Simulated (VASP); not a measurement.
# MgZn2S3 (P31m) in VASP: relaxation of cell and atoms with PBE

Aim: the relaxation of cell and atoms of MgZn2S3 with PBE.

Everything below comes from runs of VASP 6.6.1. Logs are shortened: lines on timing, memory, paths and dates and some standing lists are left out, and cuts for length are marked.

**1. The cell of the first run**

It takes space group P31m (No. 157, trigonal). The conventional cell has a = 6.776 Å, b = 6.776 Å, c = 6.382 Å, α = 90.00°, β = 90.00°, γ = 120.00°. Within 3.2 Å of Mg (site symmetry 3) lie 4 S at 2.44 to 2.47 Å. Within 3.1 Å of Zn (site symmetry m) lie 4 S at 2.36 to 2.38 Å. Within 3.1 Å of Zn (site symmetry 3m) lie 4 S at 2.34 to 2.38 Å. Within 3.1 Å of S (site symmetry 3m) lie 4 Zn at 2.38 Å. S (site symmetry 3) has 3 Zn at 2.38 Å and 1 Mg at 2.47 Å within 3.1 Å. Within 3.1 Å of S (site symmetry m) lie 2 Zn at 2.34 to 2.36 Å and 2 Mg at 2.44 Å.

**2. Relaxation of cell and atoms, PBE**

File INCAR:

```
PREC     = Accurate       # precision mode
ENCUT    = 600            # plane-wave cutoff, eV
EDIFF    = 1E-6           # SCF threshold, eV
ISMEAR   = 0              # smearing method
SIGMA    = 0.01           # smearing width, eV
LREAL    = False          # projectors in reciprocal space
LASPH    = True           # aspherical terms in the spheres
NELM     = 60             # most SCF steps
ALGO     = Normal         # electronic algorithm
ISIF     = 3              # what is computed and relaxed
LWAVE    = False          # write WAVECAR
LCHARG   = False          # write CHGCAR
GGA      = PE             # functional
IBRION   = 2              # ionic algorithm
NSW      = 80             # ionic steps
EDIFFG   = -0.001         # ionic threshold
```

File KPOINTS:

```
Automatic mesh
0
Gamma
  6 6 4
```

File POSCAR:

```
MgZn2S3
1.0
    6.7762916135      0.0000000000      0.0000000000
   -3.3881458067      5.8684406807      0.0000000000
    0.0000000000      0.0000000000      6.3823094227
Mg Zn S
2 4 6
Direct
    0.6666666667      0.3333333333      0.9984923201
    0.3333333333      0.6666666667      0.9984923201
    0.3301365176      0.0000000000      0.5002122055
    0.0000000000      0.3301365176      0.5002122055
    0.6698634824      0.6698634824      0.5002122055
    0.0000000000      0.0000000000      0.9995767101
    0.0000000000      0.0000000000      0.3717471419
    0.6666666667      0.3333333333      0.3856300170
    0.3333333333      0.6666666667      0.3856300170
    0.3230989938      0.0000000000      0.8699295991
    0.0000000000      0.3230989938      0.8699295991
    0.6769010062      0.6769010062      0.8699295991
```

Potentials or basis: VASP PAW PBE potentials, release 64 (Mg, Zn, S).

Launch:

```
cat potpaw_PBE.64/Mg/POTCAR potpaw_PBE.64/Zn/POTCAR potpaw_PBE.64/S/POTCAR > POTCAR
mpirun -np 1 vasp_std > vasp.out
```

OUTCAR:

```text
PREC = Accurate
   ENCUT = 600
   EDIFF = 1E-6
   ISMEAR = 0
   LREAL = False
   LASPH = True
   NELM = 60
   ISIF = 3
   GGA = PE
   IBRION = 2
   NSW = 80
   EDIFFG = -0.001

 ion  position               nearest neighbor table
   1  0.667  0.333  0.998-  11 2.44  10 2.44  12 2.44   8 2.47
   2  0.333  0.667  0.998-  10 2.44  11 2.44  12 2.44   9 2.47
   3  0.330  0.000  0.500-  10 2.36   7 2.38   9 2.38   8 2.38
   4  0.000  0.330  0.500-  11 2.36   7 2.38   8 2.38   9 2.38
   5  0.670  0.670  0.500-  12 2.36   7 2.38   8 2.38   9 2.38
   6  0.000  0.000  1.000-  11 2.34  12 2.34  10 2.34   7 2.38
   7  0.000  0.000  0.372-   6 2.38   4 2.38   5 2.38   3 2.38
   8  0.667  0.333  0.386-   4 2.38   3 2.38   5 2.38   1 2.47
   9  0.333  0.667  0.386-   3 2.38   4 2.38   5 2.38   2 2.47
  10  0.323  0.000  0.870-   6 2.34   3 2.36   2 2.44   1 2.44
  11  0.000  0.323  0.870-   6 2.34   4 2.36   1 2.44   2 2.44
  12  0.677  0.677  0.870-   6 2.34   5 2.36   1 2.44   2 2.44

  LATTYP: Found a hexagonal cell.
 ALAT       =     6.7762916135
 C/A-ratio  =     0.9418587314

  Lattice vectors:

 A1 = (   6.7762916135,   0.0000000000,   0.0000000000)
 A2 = (  -3.3881458067,   5.8684406807,   0.0000000000)
 A3 = (   0.0000000000,   0.0000000000,   6.3823094227)

Analysis of symmetry for initial positions (statically):
=====================================================================
 Subroutine PRICEL returns:
 Original cell was already a primitive cell.

 Routine SETGRP: Setting up the symmetry group for a
 hexagonal supercell.

 Subroutine GETGRP returns: Found  6 space group operations
 (whereof  6 operations were pure point group operations)
 out of a pool of 24 trial point group operations.

The static configuration has the point symmetry C_3v.

Analysis of symmetry for dynamics (positions and initial velocities):
=====================================================================
 Subroutine PRICEL returns:
 Original cell was already a primitive cell.

 Routine SETGRP: Setting up the symmetry group for a
 hexagonal supercell.

 Subroutine GETGRP returns: Found  6 space group operations
 (whereof  6 operations were pure point group operations)
 out of a pool of 24 trial point group operations.

The dynamic configuration has the point symmetry C_3v.

 Subroutine INISYM returns: Found  6 space group operations
 (whereof  6 operations are pure point group operations),
 and found     1 'primitive' translations

----------------------------------------------------------------------------------------

                                     Primitive cell

  volume of cell :     253.8006

  direct lattice vectors                    reciprocal lattice vectors
     6.776291613  0.000000000  0.000000000     0.147573342  0.085201509  0.000000000
    -3.388145807  5.868440681  0.000000000     0.000000000  0.170403017  0.000000000
     0.000000000  0.000000000  6.382309423     0.000000000  0.000000000  0.156683096

  length of vectors
     6.776291613  6.776291613  6.382309423     0.170403017  0.170403017  0.156683096

  position of ions in fractional coordinates (direct lattice)
     0.666666667  0.333333333  0.998492320
     0.333333333  0.666666667  0.998492320
     0.330136518  0.000000000  0.500212205
     0.000000000  0.330136518  0.500212205
     0.669863482  0.669863482  0.500212205
     0.000000000  0.000000000  0.999576710
     0.000000000  0.000000000  0.371747142
     0.666666667  0.333333333  0.385630017
     0.333333333  0.666666667  0.385630017
     0.323098994  0.000000000  0.869929599
     0.000000000  0.323098994  0.869929599
     0.676901006  0.676901006  0.869929599

  ion indices of the primitive-cell ions
   primitive index   ion index
                 1           1
                 2           2
                 3           3
                 4           4
                 5           5
                 6           6
                 7           7
                 8           8
                 9           9
                10          10
                11          11
                12          12

----------------------------------------------------------------------------------------

 KPOINTS: Automatic mesh

Automatic generation of k-mesh.
 Grid dimensions read from file:
 generate k-points for:    6    6    4

 Generating k-lattice:

  Cartesian coordinates                     Fractional coordinates (reciprocal lattice)
     0.024595557  0.014200251  0.000000000     0.166666667  0.000000000  0.000000000
     0.000000000  0.028400503  0.000000000     0.000000000  0.166666667  0.000000000
     0.000000000  0.000000000  0.039170774     0.000000000  0.000000000  0.250000000

  Length of vectors
     0.028400503  0.028400503  0.039170774

  Shift w.r.t. Gamma in fractional coordinates (k-lattice)
     0.000000000  0.000000000  0.000000000

 Subroutine IBZKPT returns following result:
 ===========================================

 Found     24 irreducible k-points:

 Following reciprocal coordinates:
            Coordinates               Weight
  0.000000  0.000000  0.000000      1.000000
  0.166667  0.000000  0.000000      6.000000
  0.333333  0.000000  0.000000      6.000000
  0.500000 -0.000000  0.000000      3.000000
  0.166667  0.166667  0.000000      6.000000
  0.333333  0.166667  0.000000     12.000000
[... 16 lines left out ...]
  0.333333  0.166667  0.500000     12.000000
  0.333333  0.333333  0.500000      2.000000
   k-points           NKPTS =     24   k-points in BZ     NKDIM =     24   number of bands    NBANDS=     52
   number of dos      NEDOS =    301   number of ions     NIONS =     12
   total plane-waves  NPLWV = 157464
   dimension x,y,z NGX =    54 NGY =   54 NGZ =   54
   dimension x,y,z NGXF=   108 NGYF=  108 NGZF=  108
   ions per type =               2   4   6
   NGX,Y,Z   is equivalent  to a cutoff of  13.25, 13.25, 14.07 a.u.
   NGXF,Y,Z  is equivalent  to a cutoff of  26.50, 26.50, 28.13 a.u.
 SYSTEM =  unknown system
   PREC   = accura    normal or accurate (medium, high low for compatibility)
   ISTART =      0    job   : 0-new  1-cont  2-samecut
   ICHARG =      2    charge: 1-file 2-atom 10-const
   ISPIN  =      1    spin polarized calculation?
   LNONCOLLINEAR =      F non collinear calculations
   LSORBIT =      F    spin-orbit coupling
   LASPH  =      T    aspherical Exc in radial PAW
   ENCUT  =  600.0 eV  44.10 Ry    6.64 a.u.  13.53 13.53 12.75*2*pi/ulx,y,z
   NELM   =     60;   NELMIN=  2; NELMDL= -5     # of ELM steps
   EDIFF  = 0.1E-05   stopping-criterion for ELM
   LREAL  =      F    real-space projection
   EDIFFG = -.1E-02   stopping-criterion for IOM
   NSW    =     80    number of steps for IOM
   IBRION =      2    ionic relax: 0-MD 1-quasi-New 2-CG
   NFREE  =      1    steps in history (QN), initial steepest desc. (CG)
   ISIF   =      3    stress and relaxation
   ISYM   =      2    0-nonsym 1-usesym 2-fastsym
   POTIM  = 0.5000    time-step for ionic-motion
   TEBEG  =    0.0;   TEEND  =   0.0 temperature during run
   PSTRESS=    0.0 pullay stress
   NELECT =      88.0000    total number of electrons
   NUPDOWN=      -1.0000    fix difference up-down
   EMIN   =  10.00;   EMAX   =-10.00  energy-range for DOS
   EFERMI =   0.00;   METHOD = LEGACY
   ISMEAR =     0;   SIGMA  =   0.01  broadening in eV -4-tet -1-fermi 0-gaus
   EFERMI_NEDOS =   21; number of points for ismear=-14 and -15
   IALGO  =     38    algorithm
   IMIX   =      4    mixing-type and parameters
     AMIX     =   0.40;   BMIX     =  1.00
     AMIX_MAG =   1.60;   BMIX_MAG =  1.00
  volume/ion in A,a.u.               =      21.15       142.73
  Fermi-wavevector in a.u.,A,eV,Ry     =   1.150107  2.173387 17.997047  1.322746
  Thomas-Fermi vector in A             =   2.286773
   LORBIT       =      0    0 simple, 1 ext, 2 COOP (PROOUT), +10 PAW based schemes
   GGA     = PE    functional components
   LHFCALC =     F    Hartree Fock is set to
   AEXX    =    0.0000 exact exchange contribution
   IVDW    =     0    specifies the selected vdW correction
   LEPSILON=     F    determine dielectric tensor
   LRPA    =     F    only Hartree local field effects (RPA)
 conjugate gradient relaxation of ions
 non-spin polarized calculation
 Gauss-broadening in eV      SIGMA  =   0.01
  energy-cutoff  :      600.00
  volume of cell :      253.80
 maximum number of plane-waves:      8507
   NGX = 27   NGY = 27   NGZ = 25

--------------------------------------- Ionic step        1  -------------------------------------------

 number of electron      88.0000014 magnetization

 Free energy of the ion-electron system (eV)
  ---------------------------------------------------
  ext. energy  EPLUGINS =         0.00000000
  ---------------------------------------------------
  free energy    TOTEN  =       -44.24948203 eV

  energy without entropy =      -44.24948203  energy(sigma->0) =      -44.24948203

------------------------ aborting loop because EDIFF is reached ----------------------------------------

  FORCE on cell =-STRESS in cart. coord.  units (eV):
  Direction    XX          YY          ZZ          XY          YZ          ZX
  --------------------------------------------------------------------------------------
  -------------------------------------------------------------------------------------
  Total        0.1004050      0.1004050      0.0557151      0.0000000      0.0000000      0.0000000
  in kB        0.6338306      0.6338306      0.3517149      0.0000000      0.0000000      0.0000000
  external PRESSURE =       0.5397921 kB  Pullay stress =       0.0000000 kB
[... 119 lines left out ...]
  FREE ENERGIE OF THE ION-ELECTRON SYSTEM (eV)
  ---------------------------------------------------
  free  energy   TOTEN  =       -44.2495997227 eV

  energy  without entropy=      -44.2495997227  energy(sigma->0) =      -44.24959972

[... ionic steps 4 to 15 ...]

--------------------------------------- Ionic step       16  -------------------------------------------

 number of electron      88.0000014 magnetization

------------------------ aborting loop because EDIFF is reached ----------------------------------------

  FORCE on cell =-STRESS in cart. coord.  units (eV):
  Direction    XX          YY          ZZ          XY          YZ          ZX
  --------------------------------------------------------------------------------------
  -------------------------------------------------------------------------------------
  Total        0.0023362      0.0023362      0.0045478      0.0000000      0.0000000      0.0000000
  in kB        0.0147370      0.0147370      0.0286880      0.0000000      0.0000000      0.0000000
  external PRESSURE =       0.0193873 kB  Pullay stress =       0.0000000 kB
[... 77 lines left out ...]
  energy  without entropy=      -44.2496386607  energy(sigma->0) =      -44.24963866

--------------------------------------- Ionic step       18  -------------------------------------------

 number of electron      88.0000014 magnetization

 Free energy of the ion-electron system (eV)
  ---------------------------------------------------
  ext. energy  EPLUGINS =         0.00000000
  ---------------------------------------------------
  free energy    TOTEN  =       -44.24963837 eV

  energy without entropy =      -44.24963837  energy(sigma->0) =      -44.24963837

 E-fermi :   1.6824     XC(G=0):  -9.0780

 val. band max:        1.5904919989   @ k =   0.0000   0.0000   0.0000
 cond. band min:       3.9247849143   @ k =   0.0000   0.0000   0.0000
 fundamental gap:      2.3342929154
 Fermi energy:         1.6824176832

 k-point     1 :       0.0000    0.0000    0.0000
  band No.  band energies     occupation
      1     -10.8320      2.00000
      2      -9.9917      2.00000
      3      -9.9262      2.00000
      4      -9.8227      2.00000
      5      -9.7342      2.00000
      6      -9.7342      2.00000
[... 1348 lines left out ...]
  FREE ENERGIE OF THE ION-ELECTRON SYSTEM (eV)
  ---------------------------------------------------
  free  energy   TOTEN  =       -44.2496383692 eV

  energy  without entropy=      -44.2496383692  energy(sigma->0) =      -44.24963837

 reached required accuracy - stopping structural energy minimisation
```

Wall time 39 min (1 thread of Oxide Virtual Turin-like, shared host); peak memory 0.61 GiB.

What came out:

* Free energy: -44.2496 eV
* Relaxed volume: 21.17 Å³/atom
* Relaxed cell: a = 6.778 Å, b = 6.778 Å, c = 6.383 Å, α = 90.00°, β = 90.00°, γ = 120.00°
* Space group after relaxing (to 0.1 Å): P31m (No. 157)
* Energy gained by relaxing: 0.0 meV/atom
* Ionic steps: 18
* Pressure after relaxing: 0.0 GPa
* Band gap on the k mesh: 2.33 eV

Step by step:
```csv
step,energy change (eV),largest force (eV/Å),pressure (GPa),volume (Å³)
1,0.0000,0.0228,0.05,253.80
2,-0.0001,0.0111,-0.01,254.06
3,-0.0001,0.0088,-0.04,254.12
4,-0.0001,0.0090,-0.02,254.10
5,-0.0001,0.0087,-0.03,254.11
6,-0.0001,0.0037,-0.01,254.03
7,-0.0002,0.0031,0.00,253.98
8,-0.0002,0.0036,0.02,253.97
9,-0.0002,0.0041,0.01,253.98
10,-0.0002,0.0021,0.00,254.00
11,-0.0002,0.0021,0.00,254.00
12,-0.0002,0.0016,0.00,254.00
13,-0.0002,0.0023,0.00,254.00
14,-0.0002,0.0008,0.00,253.99
15,-0.0002,0.0016,0.00,253.99
16,-0.0002,0.0011,0.00,253.99
17,-0.0002,0.0012,0.00,254.00
18,-0.0002,0.0009,0.00,253.99
```

Final structure:
```yaml
crystal:
  lattice:
    - [6.77829, 0.00000, 0.00000]
    - [-3.38915, 5.87017, 0.00000]
    - [0.00000, 0.00000, 6.38341]
  atoms:
    - { symbol: Mg, position: [0.66667, 0.33333, 0.99838] }
    - { symbol: Mg, position: [0.33333, 0.66667, 0.99838] }
    - { symbol: Zn, position: [0.33015, 0.00000, 0.50036] }
    - { symbol: Zn, position: [0.00000, 0.33015, 0.50036] }
    - { symbol: Zn, position: [0.66985, 0.66985, 0.50036] }
    - { symbol: Zn, position: [0.00000, 0.00000, 0.99961] }
    - { symbol: S, position: [0.00000, 0.00000, 0.37170] }
    - { symbol: S, position: [0.66667, 0.33333, 0.38529] }
    - { symbol: S, position: [0.33333, 0.66667, 0.38529] }
    - { symbol: S, position: [0.32339, 0.00000, 0.87008] }
    - { symbol: S, position: [0.00000, 0.32339, 0.87008] }
    - { symbol: S, position: [0.67661, 0.67661, 0.87008] }
```
